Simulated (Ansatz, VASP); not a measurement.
TiB in VASP and in Ansatz

Contents of POSCAR:

```
TiB
1.0
    0.0000000000      2.4742046934      2.4742046934
    2.4742046934      0.0000000000      2.4742046934
    2.4742046934      2.4742046934      0.0000000000
Ti B
1 1
Direct
    0.7500000000      0.7500000000      0.7500000000
    0.0000000000      0.0000000000      0.0000000000
```

INCAR.step1

```
SYSTEM = TiB
PREC     = Accurate       ! precision mode
ENCUT    = 600            ! plane-wave cutoff, eV
ISMEAR   = 0              ! smearing method
SIGMA    = 0.1            ! smearing width, eV
LREAL    = .FALSE.        ! projectors in reciprocal space
LASPH    = .TRUE.         ! aspherical terms in the spheres
NELM     = 80             ! most SCF steps
GGA      = PE             ! functional
ALGO     = Normal         ! electronic algorithm
EDIFF    = 1E-4           ! SCF threshold, eV
LWAVE    = .TRUE.         ! write WAVECAR
LCHARG   = .FALSE.        ! write CHGCAR
```

File INCAR.step2:

```
SYSTEM = TiB
PREC     = Accurate       ! precision mode
ENCUT    = 600            ! plane-wave cutoff, eV
EDIFF    = 1E-6           ! SCF threshold, eV
ISMEAR   = 0              ! smearing method
SIGMA    = 0.1            ! smearing width, eV
LREAL    = .FALSE.        ! projectors in reciprocal space
LASPH    = .TRUE.         ! aspherical terms in the spheres
NELM     = 80             ! most SCF steps
ALGO     = Normal         ! electronic algorithm
ISIF     = 3              ! what is computed and relaxed
LWAVE    = .FALSE.        ! write WAVECAR
LCHARG   = .FALSE.        ! write CHGCAR
METAGGA  = R2SCAN         ! meta-GGA
LMIXTAU  = .TRUE.       
IBRION   = 2              ! ionic algorithm
NSW      = 100            ! ionic steps
EDIFFG   = -0.005         ! ionic threshold
ISTART   = 1
```

Contents of KPOINTS:

```
Automatic mesh
0
G
  14 14 14
  0 0 0
```

Input for Ansatz:

```yaml
crystal:
  lattice:
    - [0.0, 2.4742045832, 2.4742045832]
    - [2.4742045832, 0.0, 2.4742045832]
    - [2.4742045832, 2.4742045832, 0.0]
  atoms:
    - { symbol: Ti, position: [0.75, 0.75, 0.75] }
    - { symbol: B, position: [0.0, 0.0, 0.0] }
basis:
  ecutwfc: 500
kpoints:
  mp_grid: { grid: [14, 14, 14] }
hamiltonian:
  xc: r2scan
scf:
  occupations: { method: gaussian, width: 0.1 }
output:
  forces: true
  stress: true
  eigenvalues: true
  write_density: true
  write_potential: true
  elf: true
  volumetric_format: npy
relax:
  adjacent_minimum: "off"
  f_tol: 0.005
  max_steps: 80
  cell: { stress_tol: 0.05 }
```

Alike in both runs: task relaxation of cell and atoms; functional r2SCAN; k mesh 14 × 14 × 14; occupations gaussian, width 0.1 eV; no spin polarisation.

|  | VASP | Ansatz |
| --- | --- | --- |
| version | VASP 6.6.1 | Ansatz 0.2.0 |
| potentials or method | VASP PAW PBE potentials, release 64 (Ti_sv, B), cutoff 600 eV | scalar-relativistic, plane waves, PAW |
| valence electrons in the cell | 15 | 15 |

|  | VASP | Ansatz | Ansatz less VASP |
| --- | --- | --- | --- |
| gap on the k mesh at the Fermi level, each at its own relaxed structure (eV) | none | none | - |
| relaxed volume (Å³/atom) | 15.23 | 15.19 | -0.038 |
| relaxed cell length with the largest relative difference (Å) | 3.506 | 3.503 | -0.0029 |

VASP's potentials were made for PBE, not for r2SCAN. A gap of «none» marks a metal or a gap that the smearing closes.
